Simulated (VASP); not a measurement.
Wanted: the native input for a VASP 6.6.1 run.

```yaml
Task: single point
Functional: PBE-based screened hybrid with 30 % exact exchange
Potentials_or_basis: VASP PAW PBE potentials, release 64 (B, As)
Cutoff: 520 eV
k_mesh: 4 × 4 × 4
Occupations: gaussian, width 0.01 eV
Spin: no spin polarisation
Dipole_correction: no
Grid_for_exact_exchange_PRECFOCK: Normal
Share_of_exact_exchange: 0.3
Further_INCAR_settings: ALGO = Normal; EDIFF = 1e-06; NBANDS = 11
Screening_parameter: 0.5 1/Å
```

BAs:

```
CELL_PARAMETERS angstrom
0.00000 2.39187 2.39187
2.39187 0.00000 2.39187
2.39187 2.39187 0.00000
ATOMIC_POSITIONS crystal
B 0.00000 0.00000 0.00000
As 0.25000 0.25000 0.25000
```

One way to write it, as run:

POSCAR

```
BAs
1.0
    0.0000000000      2.3918676044      2.3918676044
    2.3918676044      0.0000000000      2.3918676044
    2.3918676044      2.3918676044      0.0000000000
B As
1 1
Direct
    0.0000000000      0.0000000000      0.0000000000
    0.2500000000      0.2500000000      0.2500000000
```

INCAR.step1

```
ALGO = Normal ; EDIFF = 1E-5
ENCUT = 520 ; GGA = PE
ISIF = 2 ; ISMEAR = 0
LASPH = True ; LCHARG = False
LREAL = False ; LWAVE = True
NBANDS = 11 ; NELM = 100
PREC = Accurate ; SIGMA = 0.01
```

INCAR.step2

```
AEXX = 0.3 ; ALGO = Normal
EDIFF = 1E-6 ; ENCUT = 520
GGA = PE ; HFSCREEN = 0.5
ISIF = 2 ; ISMEAR = 0
ISTART = 1 ; LASPH = True
LCHARG = False ; LHFCALC = True
LREAL = False ; LWAVE = False
NBANDS = 11 ; NELM = 100
PREC = Accurate ; PRECFOCK = Normal
SIGMA = 0.01
```

KPOINTS

```
k-points
0
Gamma
  4 4 4
```

Potentials or basis: VASP PAW PBE potentials, release 64 (B, As).

Command:

```sh
$ cat potpaw_PBE.64/B/POTCAR potpaw_PBE.64/As/POTCAR > POTCAR
$ cp INCAR.step1 INCAR
$ mpirun -np 1 vasp_std > vasp.out
$ cp INCAR.step2 INCAR
$ mpirun -np 1 vasp_std > vasp.out
```

Results of the run:

The pressure is 0.1 GPa and the band gap on the k mesh is 1.74 eV (least direct gap 3.76 eV).

Caveat: the k points lie up to 0.57 Å⁻¹ apart; the PAW data sets were made with another functional, which shifts forces and pressure a little.

It took 2.3 min on 1 thread of Intel Xeon 8259CL, with other jobs on the host, peak memory 0.26 GiB.
